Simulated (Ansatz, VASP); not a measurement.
Two plane-wave programs on Mg3O2

```
Mg O
1.0
     1.52888    0.88270    7.46305
    -1.52888    0.88270    7.46305
     0.00000   -1.76540    7.46305
Mg O
3 2
Direct
  0.22312 0.22312 0.22312
  0.77688 0.77688 0.77688
  0.00000 0.00000 0.00000
  0.61235 0.61235 0.61235
  0.38765 0.38765 0.38765
```

Alike in both runs: functional PBE; k mesh 12 × 12 × 12; occupations gaussian, width 0.1 eV; no spin polarisation.

Ansatz relaxed the structure, and its values are those at the end. VASP's run is a single point on that final structure, the one shown.

|  | VASP | Ansatz |
| --- | --- | --- |
| version | VASP 6.6.1 | Ansatz 0.2.0 |
| potentials or method | VASP PAW PBE potentials, release 64 (Mg, O), cutoff 520 eV | scalar-relativistic, plane waves, PAW |
| valence electrons in the cell | 18 | 42 |

Ansatz gave:

| Quantity | Value |
| --- | --- |
| gap on the k mesh at the Fermi level (eV) | none |
| pressure (GPa) | 0.0 |
| rms of the force components (eV/Å) | 0.000 |

Problem. Estimate VASP's values.

Solution. gap on the k mesh at the Fermi level (eV): none; pressure (GPa): -0.5; rms of the force components (eV/Å): 0.005.

A gap of «none» marks a metal or a gap that the smearing closes. VASP's potentials hold 18 valence electrons a cell and Ansatz's 42, so a difference there can come from the potentials and not from the codes.
